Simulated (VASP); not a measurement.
Runs of VASP 6.6.1 on ZnHg. The structure is that of space group P-6m2 (No. 187), or close to it. The cells are those of the table. 

```csv
task,cell,k mesh,smearing,gap on the mesh (eV),pressure (GPa),relaxed volume (Å³/atom)
relaxation of cell and atoms,"relaxed from a = 3.353, b = 3.353, c = 5.315 Å, angles 90.0, 90.0, 120.0°, 2 atoms",15 × 15 × 8,gaussian 0.1 eV,none,0.0,21.07
relaxation of cell and atoms,"relaxed from a = 3.377, b = 3.377, c = 4.240 Å, angles 90.0, 90.0, 120.0°, 2 atoms",15 × 15 × 10,gaussian 0.1 eV,none,0.0,(a)
single point,"a = 3.401, b = 3.401, c = 4.202 Å, angles 90.0, 90.0, 120.0°, 2 atoms",15 × 15 × 10,gaussian 0.1 eV,none,0.2,-
single point,"a = 3.377, b = 3.377, c = 4.240 Å, angles 90.0, 90.0, 120.0°, 2 atoms",15 × 15 × 8,gaussian 0.1 eV,none,0.2,-
single point,"a = 3.411, b = 3.411, c = 4.189 Å, angles 90.0, 90.0, 120.0°, 2 atoms",15 × 15 × 10,fermi-dirac 0.15 eV,none,0.2,-
```

Alike in all rows: level PBE; potentials or basis VASP PAW PBE potentials, release 64 (Zn, Hg); no spin polarisation; cutoff (eV) 500.

Question: Fill in the values left out.

Answer: (a) 21.17.

Caveats: spin-orbit coupling is left out, which moves the levels of the heavy elements; the volume moved by over 15 % at a fixed basis, so the end points are rough (at least some runs).

A k mesh can miss the band edges, and the runs leave out spin-orbit coupling on Hg.

A gap of «none» marks levels without a gap at the run's occupations.
